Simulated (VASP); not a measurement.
# Ti6H in VASP: further runs, part 2 of 2

VASP 6.6.1.

### 5 Single point, PBE

File INCAR:

```
PREC = Accurate ; ENCUT = 520
EDIFF = 1E-7 ; ISMEAR = 0
SIGMA = 0.1 ; LREAL = False
LASPH = True ; NELM = 60
ALGO = Normal ; ISIF = 2
LWAVE = False ; LCHARG = False
LDIPOL = True ; IDIPOL = 3
DIPOL = 0.5 0.5 0.321 ; GGA = PE
NBANDS = 86
```

File KPOINTS:

```
Automatic mesh
0
Gamma
  5 6 1
```

File POSCAR:

```
Ti6H
1.0
    5.6639455763      0.0000000000      0.0000000000
    0.0000000000      4.5793473381      0.0000000000
    0.0000000000      0.0000000000     24.5506933039
Ti H
12 2
Direct
    0.2500000000      0.0000000000      0.1629281891
    0.7500000000      0.0000000000      0.1629281891
    0.0000000000      0.5000000000      0.2167736627
    0.5000000000      0.5000000000      0.2167736627
    0.2500000000      0.0000000000      0.2706191363
    0.7500000000      0.0000000000      0.2706191363
    0.2500000000      0.5000000000      0.3256599435
    0.7500000000      0.5000000000      0.3256599435
    0.0000000000      0.0000000000      0.3779650127
    0.5000000000      0.0000000000      0.3779650127
    0.2500000000      0.5000000000      0.4297513383
    0.7500000000      0.5000000000      0.4297513383
   -0.1042559453      0.0000000000      0.4611150147
    0.1042559453      0.0000000000      0.4611150147
```

Potentials or basis: VASP PAW PBE potentials, release 64 (Ti_sv, H).

Started as:

```
$ cat potpaw_PBE.64/Ti_sv/POTCAR potpaw_PBE.64/H/POTCAR > POTCAR
$ mpirun -np 1 vasp_std > vasp.out
```

OUTCAR:

```text
PREC = Accurate
   ENCUT = 520
   EDIFF = 1E-7
   ISMEAR = 0
   LREAL = False
   LASPH = True
   NELM = 60
   ISIF = 2
   GGA = PE

 ion  position               nearest neighbor table
   1  0.250  0.000  0.163-   5 2.64   2 2.83   2 2.83
   2  0.750  0.000  0.163-   6 2.64   1 2.83   1 2.83
   3  0.000  0.500  0.217-   4 2.83   4 2.83
   4  0.500  0.500  0.217-   3 2.83   3 2.83
   5  0.250  0.000  0.271-   1 2.64   7 2.66   7 2.66   6 2.83   6 2.83
   6  0.750  0.000  0.271-   2 2.64   8 2.66   8 2.66   5 2.83   5 2.83
   7  0.250  0.500  0.326-  11 2.56   5 2.66   5 2.66   8 2.83   8 2.83
   8  0.750  0.500  0.326-  12 2.56   6 2.66   6 2.66   7 2.83   7 2.83
   9  0.000  0.000  0.378-  10 2.83  10 2.83
  10  0.500  0.000  0.378-   9 2.83   9 2.83
  11  0.250  0.500  0.430-   7 2.56  12 2.83  12 2.83
  12  0.750  0.500  0.430-   8 2.56  11 2.83  11 2.83
  13  0.896  0.000  0.461-
  14  0.104  0.000  0.461-

  LATTYP: Found a simple orthorhombic cell.
 ALAT       =     4.5793473381
 B/A-ratio  =     1.2368455935
 C/A-ratio  =     5.3611773668

  Lattice vectors:

 A1 = (   0.0000000000,  -4.5793473381,   0.0000000000)
 A2 = (   5.6639455763,   0.0000000000,   0.0000000000)
 A3 = (   0.0000000000,   0.0000000000,  24.5506933039)

Analysis of symmetry for initial positions (statically):
=====================================================================
 Subroutine PRICEL returns:
 Original cell was already a primitive cell.

 Routine SETGRP: Setting up the symmetry group for a
 simple orthorhombic supercell.

 Subroutine GETGRP returns: Found  4 space group operations
 (whereof  4 operations were pure point group operations)
 out of a pool of  8 trial point group operations.

The static configuration has the point symmetry C_2v.

Analysis of symmetry for dynamics (positions and initial velocities):
=====================================================================
 Subroutine PRICEL returns:
 Original cell was already a primitive cell.

 Routine SETGRP: Setting up the symmetry group for a
 simple orthorhombic supercell.

 Subroutine GETGRP returns: Found  4 space group operations
 (whereof  4 operations were pure point group operations)
 out of a pool of  8 trial point group operations.

The dynamic configuration has the point symmetry C_2v.

 Subroutine INISYM returns: Found  4 space group operations
 (whereof  4 operations are pure point group operations),
 and found     1 'primitive' translations

----------------------------------------------------------------------------------------

                                     Primitive cell

  volume of cell :     636.7756

  direct lattice vectors                    reciprocal lattice vectors
     5.663945576  0.000000000  0.000000000     0.176555369  0.000000000  0.000000000
     0.000000000  4.579347338  0.000000000     0.000000000  0.218371730  0.000000000
     0.000000000  0.000000000 24.550693304     0.000000000  0.000000000  0.040732047

  length of vectors
     5.663945576  4.579347338 24.550693304     0.176555369  0.218371730  0.040732047

  position of ions in fractional coordinates (direct lattice)
     0.250000000  0.000000000  0.162928189
     0.750000000  0.000000000  0.162928189
[... 82 lines left out ...]
   ISPIN  =      1    spin polarized calculation?
   LNONCOLLINEAR =      F non collinear calculations
   LSORBIT =      F    spin-orbit coupling
   LASPH  =      T    aspherical Exc in radial PAW
   ENCUT  =  520.0 eV  38.22 Ry    6.18 a.u.  10.53  8.51 45.65*2*pi/ulx,y,z
   NELM   =     60;   NELMIN=  2; NELMDL= -5     # of ELM steps
   EDIFF  = 0.1E-06   stopping-criterion for ELM
   LREAL  =      F    real-space projection
   EDIFFG = 0.1E-05   stopping-criterion for IOM
   NSW    =      0    number of steps for IOM
   IBRION =     -1    ionic relax: 0-MD 1-quasi-New 2-CG
   NFREE  =      0    steps in history (QN), initial steepest desc. (CG)
   ISIF   =      2    stress and relaxation
   ISYM   =      2    0-nonsym 1-usesym 2-fastsym
   POTIM  = 0.5000    time-step for ionic-motion
   TEBEG  =    0.0;   TEEND  =   0.0 temperature during run
   PSTRESS=    0.0 pullay stress
   NELECT =     146.0000    total number of electrons
   NUPDOWN=      -1.0000    fix difference up-down
   EMIN   =  10.00;   EMAX   =-10.00  energy-range for DOS
   EFERMI =   0.00;   METHOD = LEGACY
   ISMEAR =     0;   SIGMA  =   0.10  broadening in eV -4-tet -1-fermi 0-gaus
   EFERMI_NEDOS =   21; number of points for ismear=-14 and -15
   IALGO  =     38    algorithm
   IMIX   =      4    mixing-type and parameters
     AMIX     =   0.40;   BMIX     =  1.00
     AMIX_MAG =   1.60;   BMIX_MAG =  1.00
  volume/ion in A,a.u.               =      45.48       306.94
  Fermi-wavevector in a.u.,A,eV,Ry     =   1.001991  1.893488 13.660047  1.003985
  Thomas-Fermi vector in A             =   2.134449
   LORBIT       =      0    0 simple, 1 ext, 2 COOP (PROOUT), +10 PAW based schemes
   GGA     = PE    functional components
   LHFCALC =     F    Hartree Fock is set to
   AEXX    =    0.0000 exact exchange contribution
   IVDW    =     0    specifies the selected vdW correction
   LEPSILON=     F    determine dielectric tensor
   LRPA    =     F    only Hartree local field effects (RPA)
 non-spin polarized calculation
 Gauss-broadening in eV      SIGMA  =   0.10
  energy-cutoff  :      520.00
  volume of cell :      636.78
 maximum number of plane-waves:     17211
 NGX is ok and might be reduce to    42
   NGX = 21   NGY = 17   NGZ = 91

 dipolmoment           0.000000      0.000000      0.815793 electrons x Angstroem

 number of electron     146.0000059 magnetization

 dipolmoment           0.000000      0.000000     -0.032734 electrons x Angstroem

 Free energy of the ion-electron system (eV)
  ---------------------------------------------------
  ext. energy  EPLUGINS =         0.00000000
  ---------------------------------------------------
  free energy    TOTEN  =       -93.59601069 eV

  energy without entropy =      -93.48000961  energy(sigma->0) =      -93.53801015

 E-fermi :   0.6300     XC(G=0):  -4.7348

 val. band max:        0.6292181580   @ k =   0.2000   0.5000   0.0000
 cond. band min:       0.6367366601   @ k =   0.4000   0.0000   0.0000
 fundamental gap:      0.0075185021
 Fermi energy:         0.6299661703

 k-point     1 :       0.0000    0.0000    0.0000
  band No.  band energies     occupation
      1     -56.3267      2.00000
      2     -56.3137      2.00000
      3     -56.2647      2.00000
      4     -56.2516      2.00000
      5     -56.2136      2.00000
      6     -56.1751      2.00000
[... 1045 lines left out ...]
     84       1.2004      0.00000
     85       1.2319      0.00000
 [bands above 85 left out]

------------------------ aborting loop because EDIFF is reached ----------------------------------------

 vacuum level on the upper side and lower side of the slab       (xc-potential included)        -0.183         0.055

  FORCE on cell =-STRESS in cart. coord.  units (eV):
  Direction    XX          YY          ZZ          XY          YZ          ZX
  --------------------------------------------------------------------------------------
  -------------------------------------------------------------------------------------
  Total       -5.0648583    -11.7994344     -6.0631271      0.0000000      0.0000000      0.0000000
  in kB      -12.7435805    -29.6883016    -15.2553029      0.0000000      0.0000000      0.0000000
  external PRESSURE =     -19.2290616 kB  Pullay stress =       0.0000000 kB

 VOLUME and BASIS-vectors are now :
 -----------------------------------------------------------------------------
  energy-cutoff  :      520.00
  volume of cell :      636.78
      direct lattice vectors                 reciprocal lattice vectors
     5.663945576  0.000000000  0.000000000     0.176555369  0.000000000  0.000000000
     0.000000000  4.579347338  0.000000000     0.000000000  0.218371730  0.000000000
     0.000000000  0.000000000 24.550693304     0.000000000  0.000000000  0.040732047

 POSITION                                       TOTAL-FORCE (eV/Angst)
 -----------------------------------------------------------------------------------
      1.41599      0.00000      4.00000        -0.008732     -0.000000      0.433152
      4.24796      0.00000      4.00000         0.008732     -0.000000      0.433152
      0.00000      2.28967      5.32194         0.000000     -0.000000     -0.010034
      2.83197      2.28967      5.32194         0.000000     -0.000000     -0.036985
      1.41599      0.00000      6.64389         0.043994      0.000000     -0.405975
      4.24796      0.00000      6.64389        -0.043994     -0.000000     -0.405975
      1.41599      2.28967      7.99518        -0.025679     -0.000000      0.053078
      4.24796      2.28967      7.99518         0.025679     -0.000000      0.053078
      0.00000      0.00000      9.27930         0.000000     -0.000000      1.485002
      2.83197      0.00000      9.27930         0.000000     -0.000000      0.181750
      1.41599      2.28967     10.55069         0.181814     -0.000000     -0.028972
      4.24796      2.28967     10.55069        -0.181814     -0.000000     -0.028972
      5.07345      0.00000     11.32069         0.051227     -0.000000     -0.861149
      0.59050      0.00000     11.32069        -0.051227     -0.000000     -0.861149
 -----------------------------------------------------------------------------------
    total drift:                                0.000000      0.000000     -0.000134

  FREE ENERGIE OF THE ION-ELECTRON SYSTEM (eV)
  ---------------------------------------------------
  free  energy   TOTEN  =       -93.5960106889 eV

  energy  without entropy=      -93.4800096089  energy(sigma->0) =      -93.53801015

 vacuum level on the upper side and lower side of the slab         3.769         4.001
```

It took 39 min on 1 thread of AMD EPYC 7R43 (Zen 3), shared host; peak memory 0.83 GiB.

Results:

- Free energy: -93.5960 eV
- Largest force: 1.485 eV/Å
- Band gap on the k mesh: zero (bands 73 and 74 overlap by 0.13 eV)

Forces on the atoms (eV/Å):
```
Ti  -0.009  0.000  0.433
Ti   0.009  0.000  0.433
Ti   0.000  0.000 -0.010
Ti   0.000  0.000 -0.037
Ti   0.044  0.000 -0.406
Ti  -0.044  0.000 -0.406
Ti  -0.026  0.000  0.053
Ti   0.026  0.000  0.053
Ti   0.000  0.000  1.485
Ti   0.000  0.000  0.182
Ti   0.182  0.000 -0.029
Ti  -0.182  0.000 -0.029
H    0.051  0.000 -0.861
H   -0.051  0.000 -0.861
```

Levels at points of the mesh, in eV from the Fermi level:
```tsv
k point	band 69	band 70	band 71	band 72	band 73	band 74	band 75	band 76	band 77	band 78
(0.00, 0.00, 0.00)	-0.60	-0.48	-0.46	-0.16	-0.04	0.02	0.05	0.27	0.28	0.32
(0.00, 0.50, 0.00)	-0.48	-0.25	-0.25	-0.17	0.07	0.23	0.26	0.36	0.38	0.52
```

### 6 The runs side by side

```csv
cell,gap on the mesh (eV),largest force (eV/Å)
"as given, atomic positions A",none,2.93
"as given, atomic positions B",none,3.62
"as given, atomic positions C",none,1.56
"as given, atomic positions D",none,1.49
```

Alike in all rows: task single point; level PBE; potentials or basis VASP PAW PBE potentials, release 64 (Ti_sv, H); no spin polarisation; k mesh 5 × 6 × 1; cutoff (eV) 520; smearing gaussian 0.1 eV.

Total energies depend on the potentials used, so only differences within one code and one set of settings carry meaning.
